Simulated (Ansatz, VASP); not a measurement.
Sb3Au in VASP and in Ansatz

```xyz
4
Lattice="-2.9792 2.9792 3.0400 2.9792 -2.9792 3.0400 2.9792 2.9792 -3.0400" Properties=species:S:1:pos:R:3 pbc="T T T"
Sb    2.9792    0.0000    0.0000
Sb    0.0000    2.9792    0.0000
Sb    0.0000    0.0000    3.0400
Au    0.0000    0.0000    0.0000
```

Change from the starting cell: equal xx and yy strain of -2 %, crystal datasets.

Alike in both runs: task electric field gradients; functional LDA; k mesh 10 × 10 × 10; occupations fermi-dirac, width 0.05 eV; no spin polarisation.

|  | VASP | Ansatz |
| --- | --- | --- |
| version | VASP 6.6.1 | Ansatz 0.2.0 |
| potentials or method | VASP PAW LDA potentials, release 64 (Sb, Au), cutoff 520 eV | all-electron PAW with datasets made for the crystal, scalar-relativistic |

|  | VASP | Ansatz | Ansatz less VASP |
| --- | --- | --- | --- |
| pressure (GPa) | -5.8 | -5.9 | -0.14 |
| traceless stress, the component that is largest in VASP (GPa) | -1.28 | -1.26 | +0.022 |
| size of Vzz on the site where it differs most (V/Å²) | 24.8 | 13.5 | -11.35 |

LDA's correlation is that of Perdew and Zunger in VASP and of Perdew and Wang (1992) in Ansatz. Ansatz ran all-electron here, and VASP with PAW potentials.

Spin-orbit coupling is off throughout.
